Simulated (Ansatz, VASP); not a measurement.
## LiTa3O4 in VASP and in Ansatz

```
CELL_PARAMETERS angstrom
2.98024 0.00000 0.00000
-1.49012 2.58097 0.00000
0.00000 0.00000 12.72017
ATOMIC_POSITIONS crystal
Li 0.00000 0.00000 0.75296
Ta 0.00000 0.00000 0.27299
Ta 0.33333 0.66667 0.00593
Ta 0.33333 0.66667 0.54179
O 0.00000 0.00000 0.90458
O 0.00000 0.00000 0.43063
O 0.33333 0.66667 0.68547
O 0.33333 0.66667 0.16565
```

Change from the starting cell: species swapped into the Zn3CdO4 type (P3m1, No. 156).

Alike in both runs: functional PBE; k mesh 12 × 12 × 4; occupations gaussian, width 0.1 eV; no spin polarisation.

Ansatz relaxed the structure, and its values are those at the end. VASP's run is a single point on that final structure, the one shown.

|  | VASP | Ansatz |
| --- | --- | --- |
| version | VASP 6.6.1 | Ansatz 0.2.0 |
| potentials or method | VASP PAW PBE potentials, release 64 (Li_sv, Ta_pv, O), cutoff 520 eV | scalar-relativistic, plane waves, PAW |
| valence electrons in the cell | 60 | 66 |

Ansatz gave:

- gap on the k mesh at the Fermi level (eV): none
- rms of the force components (eV/Å): 0.001

**Question.** Which values does VASP return?

**Answer.** gap on the k mesh at the Fermi level (eV): none; rms of the force components (eV/Å): 0.049.

A gap of «none» marks a metal or a gap that the smearing closes. VASP's potentials hold 60 valence electrons a cell and Ansatz's 66, so a difference there can come from the potentials and not from the codes.

Spin-orbit coupling is off throughout. Noted on VASP's run: the cutoff is short for stress, so the pressure is rough.
